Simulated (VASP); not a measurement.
# MgAl47HN48 (a cell with a defect) in VASP: single point with PBEsol

Aim: the single point of MgAl47HN48 (a cell with a defect) with PBEsol.

All numbers are computed with VASP 6.6.1; they aren't measurements. Logs are shortened: lines on timing, memory, paths and dates and some standing lists are left out, and cuts for length are marked.

## Step 1: The cell of the first run

The cell holds a defect, 97 atoms: a = 9.341 Å, b = 10.787 Å, c = 9.967 Å, α = 90.00°, β = 90.00°, γ = 90.00°.

## Step 2: Single point, PBEsol

The input, INCAR:

```
PREC     = Accurate       # precision mode
ENCUT    = 520            # plane-wave cutoff, eV
EDIFF    = 1E-6           # SCF threshold, eV
ISMEAR   = -1             # smearing method
SIGMA    = 0.05           # smearing width, eV
LREAL    = Auto         
LASPH    = T              # aspherical terms in the spheres
NELM     = 120            # most SCF steps
ALGO     = Normal         # electronic algorithm
ISIF     = 2              # what is computed and relaxed
LWAVE    = F              # write WAVECAR
LCHARG   = F              # write CHGCAR
GGA      = PS             # functional
NBANDS   = 246            # bands
GGA_COMPAT= F
```

The input, KPOINTS:

```
regular mesh
0
Gamma
  1 1 1
```

The input, POSCAR:

```
MgAl47HN48
1.0
    9.3414480000      0.0000000000      0.0000000000
    0.0000000000     10.7865750000      0.0000000000
    0.0000000000      0.0000000000      9.9670570000
Al N Mg H
47 48 1 1
Direct
    0.1670860000      0.0838280000      0.2491570000
    0.1671330000      0.0836680000      0.7488010000
    0.0016110000      0.3336370000      0.2498190000
    0.0012240000      0.3328690000      0.7490030000
    0.5010440000      0.0834660000      0.2493220000
    0.5006070000      0.0839290000      0.7484420000
    0.3342630000      0.3329990000      0.2484920000
    0.3337860000      0.3329220000      0.7527880000
    0.1666910000      0.5834700000      0.2484870000
    0.1661730000      0.5826080000      0.7491490000
    0.0001550000      0.8331450000      0.2486990000
    0.9998890000      0.8326240000      0.7489880000
    0.8344150000      0.0828960000      0.2491650000
    0.8341830000      0.0824350000      0.7486990000
    0.6700470000      0.3320910000      0.2481840000
    0.6694830000      0.3320560000      0.7541910000
    0.5014010000      0.5865750000      0.2340860000
    0.4993100000      0.5827190000      0.7537110000
    0.3327100000      0.8347420000      0.2482790000
    0.3331340000      0.8349220000      0.7499330000
    0.8343770000      0.5825020000      0.2485940000
    0.8330220000      0.5821550000      0.7482540000
    0.6671750000      0.8339270000      0.2487460000
    0.6660830000      0.8329240000      0.7481410000
    0.0006130000      0.1664710000      0.4985410000
    0.0005830000      0.1667940000      0.9990390000
    0.3328650000      0.1675890000      0.4977620000
    0.3337680000      0.1657650000      0.9997840000
    0.1688240000      0.4153550000      0.4997010000
    0.1669330000      0.4165310000      0.9997320000
    0.9988130000      0.6653470000      0.4987590000
    0.0000890000      0.6663680000      0.9988070000
    0.6717980000      0.1635880000      0.4981050000
    0.6679590000      0.1651120000      0.9996180000
    0.5011640000      0.4154800000      0.9966840000
    0.3254010000      0.6761270000      0.5027500000
    0.3314940000      0.6682280000      0.9979870000
    0.1643090000      0.9184590000      0.4991250000
    0.1661590000      0.9172220000      0.9989110000
    0.8370700000      0.4135780000      0.4988460000
    0.8354570000      0.4165220000      0.9995240000
    0.6660830000      0.6641670000      0.4991120000
    0.6687460000      0.6677860000      0.9979470000
    0.4997380000      0.9178660000      0.4990600000
    0.5004410000      0.9170310000      0.9987620000
    0.8333610000      0.9136430000      0.4989520000
    0.8338800000      0.9164760000      0.9986460000
    0.0005600000      0.1670200000      0.1900400000
    0.0003820000      0.1662560000      0.6896530000
    0.3343200000      0.1657130000      0.1900150000
    0.3337510000      0.1669380000      0.6896560000
    0.1674720000      0.4175460000      0.1897330000
    0.1679380000      0.4164900000      0.6908490000
    0.0002470000      0.6666390000      0.1899310000
    0.9996050000      0.6660130000      0.6894140000
    0.6676500000      0.1648080000      0.1892030000
    0.6679570000      0.1661810000      0.6900520000
    0.5020500000      0.4172240000      0.1895630000
    0.5020300000      0.4162110000      0.7096960000
    0.3314210000      0.6686300000      0.1879500000
    0.3333820000      0.6676400000      0.6913560000
    0.1660570000      0.9171840000      0.1896650000
    0.1660510000      0.9166190000      0.6899360000
    0.8360140000      0.4173300000      0.1890210000
    0.8344560000      0.4158950000      0.6904150000
    0.6698910000      0.6681730000      0.1885330000
    0.6646150000      0.6652110000      0.6888620000
    0.5003720000      0.9164080000      0.1899140000
    0.4998850000      0.9167630000      0.6896680000
    0.8337280000      0.9162700000      0.1896460000
    0.8331260000      0.9152450000      0.6896430000
    0.1665110000      0.0831170000      0.4397170000
    0.1669270000      0.0832600000      0.9397090000
    0.0035730000      0.3331320000      0.4403670000
    0.0011500000      0.3330820000      0.9396490000
    0.5013850000      0.0836290000      0.4403230000
    0.5005930000      0.0832330000      0.9394180000
    0.3286880000      0.3318220000      0.4365000000
    0.3324170000      0.3321240000      0.9433460000
    0.1676040000      0.5838480000      0.4404130000
    0.1664870000      0.5832560000      0.9395090000
    0.0000310000      0.8314100000      0.4397050000
    0.0002510000      0.8327950000      0.9397970000
    0.8364940000      0.0785290000      0.4398300000
    0.8346650000      0.0825160000      0.9395230000
    0.6844190000      0.3240020000      0.4342490000
    0.6700000000      0.3317030000      0.9439600000
    0.4897380000      0.5911300000      0.4301580000
    0.5000290000      0.5854640000      0.9447840000
    0.3315070000      0.8376630000      0.4394820000
    0.3331400000      0.8345820000      0.9399320000
    0.8314820000      0.5816480000      0.4399220000
    0.8336490000      0.5832340000      0.9389280000
    0.6645440000      0.8302250000      0.4400470000
    0.6669770000      0.8336630000      0.9389110000
    0.5129340000      0.3987880000      0.5119630000
    0.4163620000      0.5186350000      0.4173360000
```

Potentials or basis: VASP PAW PBE potentials, release 64 (Al, N, Mg, H).

The run is started by

```console
cat potpaw_PBE.64/Al/POTCAR potpaw_PBE.64/N/POTCAR potpaw_PBE.64/Mg/POTCAR potpaw_PBE.64/H/POTCAR > POTCAR
mpirun -np 1 vasp_gam > vasp.out
```

OUTCAR:

```text
PREC = Accurate
   ENCUT = 520
   EDIFF = 1E-6
   ISMEAR = -1
   LREAL = Auto
   LASPH = T
   NELM = 120
   ISIF = 2
   GGA = PS

 ion  position               nearest neighbor table
   1  0.167  0.084  0.249-  50 1.89  48 1.89  62 1.89  72 1.90  27 3.06  28 3.06  38 3.06  25 3.06
                            26 3.07  39 3.07  19 3.10   3 3.11  13 3.11   7 3.11   5 3.12  11 3.12
   2  0.167  0.084  0.749-  49 1.89  51 1.89  63 1.90  73 1.90  38 3.06  39 3.07  25 3.07  26 3.07
                            28 3.08  27 3.08  20 3.10   4 3.10   8 3.11  14 3.11   6 3.12  12 3.13
   3  0.002  0.334  0.250-  64 1.89  52 1.89  48 1.89  74 1.90  40 3.04  25 3.07  30 3.07  29 3.07
                            41 3.07  26 3.08  15 3.10   9 3.10  21 3.11   1 3.11   7 3.11  13 3.12
   4  0.001  0.333  0.749-  65 1.89  53 1.89  49 1.89  75 1.90  40 3.05  29 3.07  26 3.07  41 3.07
                            25 3.07  30 3.08  16 3.10   2 3.10  10 3.10   8 3.11  22 3.11  14 3.12
   5  0.501  0.083  0.249-  56 1.88  50 1.89  68 1.90  76 1.90  44 3.06  34 3.07  28 3.07  27 3.07
                            33 3.07  45 3.08  23 3.11  19 3.11   7 3.11  15 3.11  13 3.11   1 3.12
   6  0.501  0.084  0.748-  57 1.89  51 1.89  69 1.90  77 1.90  44 3.06  45 3.08  34 3.08  28 3.08
                            27 3.08  33 3.09   8 3.11  16 3.11  20 3.11   2 3.12  14 3.12  24 3.12
   7  0.334  0.333  0.248-  78 1.87  50 1.90  52 1.90  58 1.90  27 3.06  28 3.07  30 3.07  29 3.07
                            35 3.09   3 3.11   1 3.11   5 3.11   9 3.12  15 3.14  17 3.15  96 3.19
   8  0.334  0.333  0.753-  59 1.86  53 1.90  51 1.90  79 1.90  96 3.01  35 3.02  30 3.05  28 3.05
                            29 3.09  27 3.11   6 3.11  18 3.11   4 3.11   2 3.11  10 3.12  16 3.14
   9  0.167  0.583  0.248-  52 1.88  54 1.89  60 1.89  80 1.91  30 3.06  32 3.07  37 3.07  31 3.08
[... 115 lines left out ...]
  86  0.684  0.324  0.434-  40 1.84  33 1.85  15 1.86  96 1.95
  87  0.670  0.332  0.944-  41 1.88  34 1.88  16 1.89  35 1.89
  88  0.490  0.591  0.430-  97 1.05  36 1.93  42 1.95  17 1.96  96 2.24
  89  0.500  0.585  0.945-  43 1.89  37 1.89  18 1.90  35 1.91
  90  0.332  0.838  0.439-  36 1.85  38 1.88  44 1.89  19 1.91
  91  0.333  0.835  0.940-  37 1.89  39 1.89  45 1.89  20 1.89
  92  0.831  0.582  0.440-  42 1.88  31 1.90  40 1.91  21 1.91
  93  0.834  0.583  0.939-  43 1.88  32 1.89  41 1.90  22 1.90
  94  0.665  0.830  0.440-  42 1.89  44 1.90  23 1.91  46 1.91
  95  0.667  0.834  0.939-  43 1.88  47 1.89  45 1.89  24 1.90
  96  0.513  0.399  0.512-  97 1.84  86 1.95  59 1.98  78 2.01  88 2.24  16 2.91  33 2.94   8 3.01
                            27 3.01  40 3.03  15 3.10  18 3.12   7 3.19  42 3.20  29 3.22  17 3.43
  97  0.416  0.519  0.417-  88 1.05  96 1.84  36 2.08  17 2.12

  LATTYP: Found a simple orthorhombic cell.
 ALAT       =     9.3414480000
 B/A-ratio  =     1.0669713089
 C/A-ratio  =     1.1547005346

  Lattice vectors:

 A1 = (  -9.3414480000,   0.0000000000,   0.0000000000)
 A2 = (   0.0000000000,   0.0000000000,   9.9670570000)
 A3 = (   0.0000000000,  10.7865750000,   0.0000000000)

Analysis of symmetry for initial positions (statically):
[... 284 lines left out ...]
   IALGO  =     38    algorithm
   IMIX   =      4    mixing-type and parameters
     AMIX     =   0.40;   BMIX     =  1.00
     AMIX_MAG =   1.60;   BMIX_MAG =  1.00
  volume/ion in A,a.u.               =      10.35        69.87
  Fermi-wavevector in a.u.,A,eV,Ry     =   1.188220  2.245411 19.209626  1.411868
  Thomas-Fermi vector in A             =   2.324355
   LORBIT       =      0    0 simple, 1 ext, 2 COOP (PROOUT), +10 PAW based schemes
   GGA     = PS    functional components
   LHFCALC =     F    Hartree Fock is set to
   AEXX    =    0.0000 exact exchange contribution
   IVDW    =     0    specifies the selected vdW correction
   LEPSILON=     F    determine dielectric tensor
   LRPA    =     F    only Hartree local field effects (RPA)
 non-spin polarized calculation
  energy-cutoff  :      520.00
  volume of cell :     1004.30
 maximum number of plane-waves:     13542
 NGX is ok and might be reduce to    70
   NGX = 35   NGY = 41   NGZ = 37

 number of electron     383.9999988 magnetization

 Free energy of the ion-electron system (eV)
  ---------------------------------------------------
  ext. energy  EPLUGINS =         0.00000000
  ---------------------------------------------------
  free energy    TOTEN  =      -748.35377568 eV

  energy without entropy =     -748.35377568  energy(sigma->0) =     -748.35377568

 E-fermi :   7.3640     XC(G=0): -11.0963

 val. band max:        6.0826560763   @ k =   0.0000   0.0000   0.0000
 cond. band min:      10.1054699279   @ k =   0.0000   0.0000   0.0000
 fundamental gap:      4.0228138515
 Fermi energy:         7.3639633390

 k-point     1 :       0.0000    0.0000    0.0000
  band No.  band energies     occupation
      1      -9.6412      2.00000
      2      -9.0222      2.00000
      3      -8.3689      2.00000
      4      -8.3494      2.00000
      5      -8.2488      2.00000
      6      -8.2161      2.00000
[... 196 lines left out ...]
    203      11.7497      0.00000
    204      11.7689      0.00000
 [bands above 204 left out]

------------------------ aborting loop because EDIFF is reached ----------------------------------------

  FORCE on cell =-STRESS in cart. coord.  units (eV):
  Direction    XX          YY          ZZ          XY          YZ          ZX
  --------------------------------------------------------------------------------------
  -------------------------------------------------------------------------------------
  Total       13.1169991      4.0439548      6.1564920     -3.5042479     -1.0084195     -0.6718365
  in kB       20.9257177      6.4513732      9.8215310     -5.5903718     -1.6087447     -1.0717894
  external PRESSURE =      12.3995406 kB  Pullay stress =       0.0000000 kB

 VOLUME and BASIS-vectors are now :
 -----------------------------------------------------------------------------
  energy-cutoff  :      520.00
  volume of cell :     1004.30
      direct lattice vectors                 reciprocal lattice vectors
     9.341448000  0.000000000  0.000000000     0.107049785  0.000000000  0.000000000
     0.000000000 10.786575000  0.000000000     0.000000000  0.092707834  0.000000000
     0.000000000  0.000000000  9.967057000     0.000000000  0.000000000  0.100330519

 POSITION                                       TOTAL-FORCE (eV/Angst)
 -----------------------------------------------------------------------------------
      1.56083      0.90422      2.48336         0.002853      0.034222     -0.027013
      1.56126      0.90249      7.46334         0.003162      0.032565     -0.030711
      0.01505      3.59880      2.48996        -0.003813      0.029383     -0.030945
      0.01143      3.59052      7.46536        -0.001445      0.028243     -0.023625
      4.68048      0.90031      2.48501        -0.001749      0.034911     -0.029802
      4.67639      0.90531      7.45976        -0.000024      0.031562     -0.027108
[... 89 lines left out ...]
      4.79155      4.30156      5.10276        -0.026906     -0.031483     -0.021844
      3.88942      5.59430      4.15961         0.000086     -0.002298     -0.006545
 -----------------------------------------------------------------------------------
    total drift:                               -0.000263      0.028465      0.015709

  FREE ENERGIE OF THE ION-ELECTRON SYSTEM (eV)
  ---------------------------------------------------
  free  energy   TOTEN  =      -748.3537756774 eV

  energy  without entropy=     -748.3537756773  energy(sigma->0) =     -748.35377568
```

It took 11 min on 1 thread of Oxide Virtual Turin-like, shared host; peak memory 0.86 GiB.

Results:

- Free energy: -748.3538 eV
- Pressure: 1.2 GPa
- Largest force: 0.087 eV/Å
- Band gap on the k mesh: 4.02 eV

Forces on the atoms (eV/Å):
```
Al   0.003  0.034 -0.027
Al   0.003  0.033 -0.031
Al  -0.004  0.029 -0.031
Al  -0.001  0.028 -0.024
Al  -0.002  0.035 -0.030
Al   0.000  0.032 -0.027
Al  -0.015  0.023 -0.031
Al   0.005  0.032 -0.024
Al  -0.003  0.039 -0.027
Al   0.000  0.041 -0.025
Al   0.000  0.036 -0.024
Al   0.000  0.038 -0.026
Al  -0.002  0.037 -0.029
Al   0.000  0.033 -0.032
Al   0.018  0.025 -0.032
Al  -0.004  0.032 -0.023
Al   0.003  0.040 -0.032
Al   0.004  0.039 -0.020
Al  -0.007  0.039 -0.025
Al  -0.007  0.041 -0.028
Al   0.000  0.038 -0.031
Al   0.001  0.039 -0.029
Al   0.012  0.038 -0.029
Al   0.008  0.041 -0.032
Al   0.001 -0.043 -0.028
Al  -0.001 -0.035 -0.028
Al  -0.013 -0.045 -0.033
Al  -0.006 -0.038 -0.029
Al  -0.004 -0.028 -0.025
Al  -0.003 -0.035 -0.027
Al   0.003 -0.025 -0.031
Al  -0.001 -0.031 -0.027
Al   0.006 -0.041 -0.025
Al   0.006 -0.037 -0.026
Al   0.000 -0.032 -0.037
Al  -0.017 -0.021 -0.021
Al  -0.003 -0.034 -0.029
Al  -0.001 -0.033 -0.037
Al   0.003 -0.038 -0.028
Al   0.007 -0.030 -0.020
Al   0.000 -0.043 -0.026
Al   0.005 -0.019 -0.031
Al   0.000 -0.032 -0.028
Al  -0.009 -0.034 -0.027
Al  -0.004 -0.038 -0.030
Al   0.002 -0.038 -0.025
Al  -0.001 -0.036 -0.028
N    0.001 -0.050  0.027
N    0.000 -0.049  0.028
N    0.001 -0.055  0.025
N   -0.001 -0.046  0.026
N   -0.001 -0.047  0.026
N    0.001 -0.050  0.011
N    0.003 -0.051  0.032
N    0.000 -0.056  0.027
N   -0.002 -0.056  0.024
N   -0.002 -0.047  0.028
N   -0.006 -0.056  0.038
N   -0.003 -0.053  0.069
N    0.010 -0.054  0.028
N    0.004 -0.051  0.032
N    0.004 -0.049  0.026
N    0.005 -0.051  0.030
N    0.001 -0.045  0.021
N   -0.001 -0.048  0.011
N   -0.010 -0.054  0.029
N   -0.011 -0.056  0.025
N   -0.001 -0.050  0.030
N    0.000 -0.052  0.030
N   -0.002 -0.051  0.024
N   -0.001 -0.054  0.030
N   -0.005  0.048  0.032
N    0.003  0.054  0.029
N    0.015  0.062  0.043
N    0.001  0.048  0.029
N    0.005  0.068  0.030
N    0.001  0.052  0.028
N    0.011  0.052  0.022
N    0.005  0.056  0.023
N   -0.007  0.045  0.046
N    0.003  0.049  0.021
N    0.004  0.044  0.030
N    0.003  0.048  0.028
N   -0.019  0.048  0.031
N   -0.004  0.052  0.029
N   -0.001  0.029  0.008
N   -0.001  0.053  0.025
N    0.028  0.031  0.004
N    0.000  0.057  0.043
N    0.014  0.059  0.028
N    0.004  0.057  0.027
N   -0.008  0.049  0.037
N   -0.002  0.053  0.019
N    0.002  0.048  0.029
N    0.001  0.048  0.026
Mg  -0.027 -0.031 -0.022
H    0.000 -0.002 -0.007
```

Caveat: the k points lie up to 0.67 Å⁻¹ apart; the PAW data sets were made with another functional, which shifts forces and pressure a little.
